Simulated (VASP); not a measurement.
# As in VASP: a series of runs

The runs below take As through single point, with PBE+D3(BJ).

All numbers are computed with VASP 6.6.1; they aren't measurements. Logs are shortened: lines on timing, memory, paths and dates and some standing lists are left out, and cuts for length are marked.

### 1 The cell of the first run

The cell holds a slab with vacuum, 4 atoms: a = 3.572 Å, b = 3.572 Å, c = 20.295 Å, α = 90.00°, β = 90.00°, γ = 120.00°.

### 2 Single point, PBE+D3(BJ)

INCAR reads:

```
PREC = Accurate
ENCUT = 520
EDIFF = 1E-6
ISMEAR = 0
SIGMA = 0.05
LREAL = F
LASPH = T
NELM = 80
ALGO = Normal
ISIF = 2
LWAVE = F
LCHARG = F
LDIPOL = T
IDIPOL = 3
DIPOL = 0.5 0.5 0.374
GGA = PE
IVDW = 12
NBANDS = 18
```

KPOINTS reads:

```
Automatic mesh
0
Gamma
  9 9 1
```

POSCAR reads:

```
As
1.0
    3.5716242980      0.0000000000      0.0000000000
   -1.7858121490      3.0931173748      0.0000000000
    0.0000000000      0.0000000000     20.2951239168
As
4
Direct
    0.3333333333      0.6666666667      0.2217281362
    0.6666666667      0.3333333333      0.2905581628
    0.6666666667      0.6666666667      0.4568728364
    1.0000000000      0.3333333333      0.5256960366
```

Potentials or basis: VASP PAW PBE potentials, release 64 (As).

On the command line:

```sh
cat potpaw_PBE.64/As/POTCAR > POTCAR
mpirun -np 1 vasp_std > vasp.out
```

OUTCAR:

```text
PREC = Accurate
   ENCUT = 520
   EDIFF = 1E-6
   ISMEAR = 0
   LREAL = F
   LASPH = T
   NELM = 80
   ISIF = 2
   GGA = PE
   IVDW = 12
 IVDW          = 12

 ion  position               nearest neighbor table
   1  0.333  0.667  0.222-   2 2.49   2 2.49   2 2.49
   2  0.667  0.333  0.291-   1 2.49   1 2.49   1 2.49
   3  0.667  0.667  0.457-   4 2.49   4 2.49   4 2.49
   4  0.000  0.333  0.526-   3 2.49   3 2.49   3 2.49

  LATTYP: Found a hexagonal cell.
 ALAT       =     3.5716242980
 C/A-ratio  =     5.6823232858

  Lattice vectors:

 A1 = (   3.5716242980,   0.0000000000,   0.0000000000)
 A2 = (  -1.7858121490,   3.0931173748,   0.0000000000)
 A3 = (   0.0000000000,   0.0000000000,  20.2951239168)

Analysis of symmetry for initial positions (statically):
=====================================================================
 Subroutine PRICEL returns:
 Original cell was already a primitive cell.

 Routine SETGRP: Setting up the symmetry group for a
 hexagonal supercell.

 Subroutine GETGRP returns: Found  2 space group operations
 (whereof  1 operations were pure point group operations)
 out of a pool of 24 trial point group operations.

The static configuration has the point symmetry C_1 .
 The point group associated with its full space group is S_2 .

Analysis of symmetry for dynamics (positions and initial velocities):
=====================================================================
 Subroutine PRICEL returns:
 Original cell was already a primitive cell.

 Routine SETGRP: Setting up the symmetry group for a
 hexagonal supercell.

 Subroutine GETGRP returns: Found  2 space group operations
 (whereof  1 operations were pure point group operations)
 out of a pool of 24 trial point group operations.

The dynamic configuration has the point symmetry C_1 .
 The point group associated with its full space group is S_2 .

 Subroutine INISYM returns: Found  2 space group operations
 (whereof  1 operations are pure point group operations),
 and found     1 'primitive' translations

----------------------------------------------------------------------------------------

                                     Primitive cell

  volume of cell :     224.2094

  direct lattice vectors                    reciprocal lattice vectors
     3.571624298  0.000000000  0.000000000     0.279984656  0.161649216  0.000000000
    -1.785812149  3.093117375  0.000000000     0.000000000  0.323298433  0.000000000
     0.000000000  0.000000000 20.295123917     0.000000000  0.000000000  0.049272919

  length of vectors
     3.571624298  3.571624298 20.295123917     0.323298433  0.323298433  0.049272919
[... 94 lines left out ...]
   TEBEG  =    0.0;   TEEND  =   0.0 temperature during run
   PSTRESS=    0.0 pullay stress
   NELECT =      20.0000    total number of electrons
   NUPDOWN=      -1.0000    fix difference up-down
   EMIN   =  10.00;   EMAX   =-10.00  energy-range for DOS
   EFERMI =   0.00;   METHOD = LEGACY
   ISMEAR =     0;   SIGMA  =   0.05  broadening in eV -4-tet -1-fermi 0-gaus
   EFERMI_NEDOS =   21; number of points for ismear=-14 and -15
   IALGO  =     38    algorithm
   IMIX   =      4    mixing-type and parameters
     AMIX     =   0.40;   BMIX     =  1.00
     AMIX_MAG =   1.60;   BMIX_MAG =  1.00
  volume/ion in A,a.u.               =      56.05       378.26
  Fermi-wavevector in a.u.,A,eV,Ry     =   0.731476  1.382290  7.279898  0.535057
  Thomas-Fermi vector in A             =   1.823703
   LORBIT       =      0    0 simple, 1 ext, 2 COOP (PROOUT), +10 PAW based schemes
   GGA     = PE    functional components
   LHFCALC =     F    Hartree Fock is set to
   AEXX    =    0.0000 exact exchange contribution
   IVDW    =    12    specifies the selected vdW correction
   LEPSILON=     F    determine dielectric tensor
   LRPA    =     F    only Hartree local field effects (RPA)
 non-spin polarized calculation
 Gauss-broadening in eV      SIGMA  =   0.05
  energy-cutoff  :      520.00
  volume of cell :      224.21
 maximum number of plane-waves:      6099
   NGX = 13   NGY = 13   NGZ = 75

 number of electron      20.0000002 magnetization

 dipolmoment           0.000000      0.000000     -0.000804 electrons x Angstroem

 Free energy of the ion-electron system (eV)
  ---------------------------------------------------
  ext. energy  EPLUGINS =         0.00000000
  ---------------------------------------------------
  free energy    TOTEN  =       -18.60676370 eV

  energy without entropy =      -18.60676370  energy(sigma->0) =      -18.60676370

 E-fermi :  -1.0797     XC(G=0):  -4.6765

 val. band max:       -1.2947774257   @ k =  -0.2222   0.1111   0.0000
 cond. band min:      -0.3179284484   @ k =   0.3333   0.0000   0.0000
 fundamental gap:      0.9768489772
 Fermi energy:        -1.0797251228

 k-point     1 :       0.0000    0.0000    0.0000
  band No.  band energies     occupation
      1     -15.2601      2.00000
      2     -15.1736      2.00000
      3      -9.1379      2.00000
      4      -8.5486      2.00000
      5      -2.8964      2.00000
      6      -1.5601      2.00000
[... 481 lines left out ...]
      5      -5.4958      2.00000
      6      -5.0218      2.00000
[... 10 lines left out ...]
     17       4.9915      0.00000
     18       5.5089      0.00000

 [... further k-points ...]

------------------------ aborting loop because EDIFF is reached ----------------------------------------

 vacuum level on the upper side and lower side of the slab       (xc-potential included)        -0.229        -0.219

 Edisp (eV)   -1.07613

 E8    (eV) :    -0.4696

  FORCE on cell =-STRESS in cart. coord.  units (eV):
  Direction    XX          YY          ZZ          XY          YZ          ZX
  --------------------------------------------------------------------------------------
  -------------------------------------------------------------------------------------
  Total       0.16828     0.43331     0.23426    -0.01685     0.25223    -0.20310
  in kB       1.20253     3.09640     1.67397    -0.12038     1.80240    -1.45136
  external pressure =        1.99 kB  Pullay stress =        0.00 kB

 VOLUME and BASIS-vectors are now :
 -----------------------------------------------------------------------------
  energy-cutoff  :      520.00
  volume of cell :      224.21
      direct lattice vectors                 reciprocal lattice vectors
     3.571624298  0.000000000  0.000000000     0.279984656  0.161649216  0.000000000
    -1.785812149  3.093117375  0.000000000     0.000000000  0.323298433  0.000000000
     0.000000000  0.000000000 20.295123917     0.000000000  0.000000000  0.049272919

 POSITION                                       TOTAL-FORCE (eV/Angst)
 -----------------------------------------------------------------------------------
     -0.00000      2.06208      4.50000         0.019420     -0.021843     -0.089327
      1.78581      1.03104      5.89691         0.024506     -0.034684      0.089807
      1.19054      2.06208      9.27229        -0.024506      0.034684     -0.089807
     -0.59527      1.03104     10.66907        -0.019420      0.021843      0.089327
 -----------------------------------------------------------------------------------
    total drift:                               -0.000083      0.000173     -0.060295

  FREE ENERGIE OF THE ION-ELECTRON SYSTEM (eV)
  ---------------------------------------------------
  free  energy   TOTEN  =       -19.6828934122 eV

  energy  without entropy=      -19.6828934122  energy(sigma->0) =      -19.68289341

 vacuum level on the upper side and lower side of the slab         3.604         3.616
```

stdout:

```text
POSCAR found type information on POSCAR As
 POSCAR found :  1 types and       4 ions
 scaLAPACK will be used
 LDA part: xc-table for (Slater+PW92), standard interpolation
 POSCAR, INCAR and KPOINTS ok, starting setup
 FFT: planning ... GRIDC
 FFT: planning ... GRID_SOFT
 FFT: planning ... GRID
 WAVECAR not read
 entering main loop
```

Run time: 1.8 min. Hardware: 1 thread of Intel Xeon 6975P-C (Granite Rapids), shared host; peak memory 0.4 GiB.

Results:

- Free energy: -19.6829 eV
- Largest force: 0.099 eV/Å
- Band gap on the k mesh: 0.98 eV, indirect (least direct gap 1.55 eV)
- Dispersion energy per atom: -0.269 eV

Forces in eV/Å, atoms in the order of the input:
```
As   0.019 -0.022 -0.089
As   0.025 -0.035  0.090
As  -0.025  0.035 -0.090
As  -0.019  0.022  0.089
```

Levels at points of the mesh, in eV from the valence-band top:
```csv
k point,band 8,band 9,band 10,band 11,band 12,band 13
"(0.00, 0.00, 0.00)",-0.24,-0.22,-0.12,1.67,2.24,3.23
```

### 3 Single point, PBE+D3(BJ)

INCAR reads:

```
SYSTEM = As
ALGO     = Normal         ! electronic algorithm
DIPOL    = 0.5 0.5 0.381
EDIFF    = 1E-6           ! SCF threshold, eV
ENCUT    = 520            ! plane-wave cutoff, eV
GGA      = PE             ! functional
IDIPOL   = 3            
ISIF     = 2              ! what is computed and relaxed
ISMEAR   = 0              ! smearing method
IVDW     = 12             ! dispersion correction
LASPH    = .TRUE.         ! aspherical terms in the spheres
LCHARG   = .TRUE.         ! write CHGCAR
LDIPOL   = .TRUE.       
LELF     = .TRUE.         ! ELF
LREAL    = .FALSE.        ! projectors in reciprocal space
LVACPOTAV= .TRUE.       
LVHAR    = .TRUE.       
LWAVE    = .FALSE.        ! write WAVECAR
NBANDS   = 18             ! bands
NELM     = 60             ! most SCF steps
PREC     = Accurate       ! precision mode
SIGMA    = 0.05           ! smearing width, eV
```

KPOINTS reads:

```
k-points
0
G
  9 9 1
  0 0 0
```

POSCAR reads:

```
As
1.0
    3.5716242980      0.0000000000      0.0000000000
   -1.7858121490      3.0931173748      0.0000000000
    0.0000000000      0.0000000000     20.2951239168
As
4
Direct
    0.3333333333      0.6666666667      0.2217281362
    0.6666666667      0.3333333333      0.2905983895
    0.6666666667      0.5000000000      0.4719715618
    1.0000000000      0.1666666667      0.5408424038
```

Potentials or basis: VASP PAW PBE potentials, release 64 (As).

On the command line:

```sh
cat potpaw_PBE.64/As/POTCAR > POTCAR
mpirun -np 1 vasp_std > vasp.out
```

OUTCAR:

```text
SYSTEM = As
   EDIFF = 1E-6
   ENCUT = 520
   GGA = PE
   ISIF = 2
   ISMEAR = 0
   IVDW = 12
   LASPH = .TRUE.
   LREAL = .FALSE.
   NELM = 60
   PREC = Accurate
 IVDW          = 12

 ion  position               nearest neighbor table
   1  0.333  0.667  0.222-   2 2.49   2 2.49   2 2.49
   2  0.667  0.333  0.291-   1 2.49   1 2.49   1 2.49
   3  0.667  0.500  0.472-   4 2.49   4 2.49   4 2.49
   4  0.000  0.167  0.541-   3 2.49   3 2.49   3 2.49

  LATTYP: Found a hexagonal cell.
 ALAT       =     3.5716242980
 C/A-ratio  =     5.6823232858

  Lattice vectors:

 A1 = (   3.5716242980,   0.0000000000,   0.0000000000)
 A2 = (  -1.7858121490,   3.0931173748,   0.0000000000)
 A3 = (   0.0000000000,   0.0000000000,  20.2951239168)

Analysis of symmetry for initial positions (statically):
=====================================================================
 Subroutine PRICEL returns:
 Original cell was already a primitive cell.

 Routine SETGRP: Setting up the symmetry group for a
 hexagonal supercell.

 Subroutine GETGRP returns: Found  2 space group operations
 (whereof  1 operations were pure point group operations)
 out of a pool of 24 trial point group operations.

The static configuration has the point symmetry C_1 .
 The point group associated with its full space group is S_2 .

Analysis of symmetry for dynamics (positions and initial velocities):
=====================================================================
 Subroutine PRICEL returns:
 Original cell was already a primitive cell.

 Routine SETGRP: Setting up the symmetry group for a
 hexagonal supercell.

 Subroutine GETGRP returns: Found  2 space group operations
 (whereof  1 operations were pure point group operations)
 out of a pool of 24 trial point group operations.

The dynamic configuration has the point symmetry C_1 .
 The point group associated with its full space group is S_2 .

 Subroutine INISYM returns: Found  2 space group operations
 (whereof  1 operations are pure point group operations),
 and found     1 'primitive' translations

[... 123 lines left out ...]
   GGA     = PE    functional components
   LHFCALC =     F    Hartree Fock is set to
   AEXX    =    0.0000 exact exchange contribution
   IVDW    =    12    specifies the selected vdW correction
   LEPSILON=     F    determine dielectric tensor
   LRPA    =     F    only Hartree local field effects (RPA)
 non-spin polarized calculation
 Gauss-broadening in eV      SIGMA  =   0.05
  energy-cutoff  :      520.00
  volume of cell :      224.21
 maximum number of plane-waves:      6099
   NGX = 13   NGY = 13   NGZ = 75

 dipolmoment           0.000000      0.000000     -0.000028 electrons x Angstroem

 number of electron      20.0000002 magnetization

 dipolmoment           0.000000      0.000000      0.000056 electrons x Angstroem

 Free energy of the ion-electron system (eV)
  ---------------------------------------------------
  ext. energy  EPLUGINS =         0.00000000
  ---------------------------------------------------
  free energy    TOTEN  =       -18.61761014 eV

  energy without entropy =      -18.61761014  energy(sigma->0) =      -18.61761014

 E-fermi :  -1.2026     XC(G=0):  -4.7191

 val. band max:       -1.4378134798   @ k =  -0.2222   0.1111   0.0000
 cond. band min:      -0.2507792254   @ k =   0.3333   0.0000   0.0000
 fundamental gap:      1.1870342544
 Fermi energy:        -1.2026194635

 k-point     1 :       0.0000    0.0000    0.0000
  band No.  band energies     occupation
      1     -15.2285      2.00000
      2     -15.1796      2.00000
      3      -9.0210      2.00000
      4      -8.6286      2.00000
      5      -2.7907      2.00000
      6      -1.5933      2.00000
[... 481 lines left out ...]
      5      -5.3811      2.00000
      6      -5.0834      2.00000
[... 10 lines left out ...]
     17       4.9984      0.00000
     18       5.4860      0.00000

 [... further k-points ...]

------------------------ aborting loop because EDIFF is reached ----------------------------------------

 Edisp (eV)   -1.03388

 E8    (eV) :    -0.4501

  FORCE on cell =-STRESS in cart. coord.  units (eV):
  Direction    XX          YY          ZZ          XY          YZ          ZX
  --------------------------------------------------------------------------------------
  -------------------------------------------------------------------------------------
  Total       0.11196     0.21351     0.24042     0.01313     0.13247    -0.08857
  in kB       0.80004     1.52571     1.71804     0.09381     0.94665    -0.63289
  external pressure =        1.35 kB  Pullay stress =        0.00 kB

 VOLUME and BASIS-vectors are now :
 -----------------------------------------------------------------------------
  energy-cutoff  :      520.00
  volume of cell :      224.21
      direct lattice vectors                 reciprocal lattice vectors
     3.571624298  0.000000000  0.000000000     0.279984656  0.161649216  0.000000000
    -1.785812149  3.093117375  0.000000000     0.000000000  0.323298433  0.000000000
     0.000000000  0.000000000 20.295123917     0.000000000  0.000000000  0.049272919

 POSITION                                       TOTAL-FORCE (eV/Angst)
 -----------------------------------------------------------------------------------
     -0.00000      2.06208      4.50000         0.007693     -0.011067     -0.091547
      1.78581      1.03104      5.89773         0.010366     -0.016424      0.091635
      1.48818      1.54656      9.57872        -0.010366      0.016424     -0.091635
     -0.29764      0.51552     10.97646        -0.007693      0.011067      0.091547
 -----------------------------------------------------------------------------------
    total drift:                                0.000004     -0.000009      0.004967

  FREE ENERGIE OF THE ION-ELECTRON SYSTEM (eV)
  ---------------------------------------------------
  free  energy   TOTEN  =       -19.6514936325 eV

  energy  without entropy=      -19.6514936325  energy(sigma->0) =      -19.65149363

 vacuum level on the upper side and lower side of the slab         3.780         3.779
```

Run time: 2 min. Hardware: 1 thread of Intel Xeon 6975P-C (Granite Rapids), shared host; peak memory 0.4 GiB.

Results:

- Free energy: -19.6515 eV
- Largest force: 0.094 eV/Å
- Band gap on the k mesh: 1.19 eV, indirect (least direct gap 1.69 eV)
- Dispersion energy per atom: -0.258 eV

Forces in eV/Å, atoms in the order of the input:
```
As   0.008 -0.011 -0.092
As   0.010 -0.016  0.092
As  -0.010  0.016 -0.092
As  -0.008  0.011  0.092
```
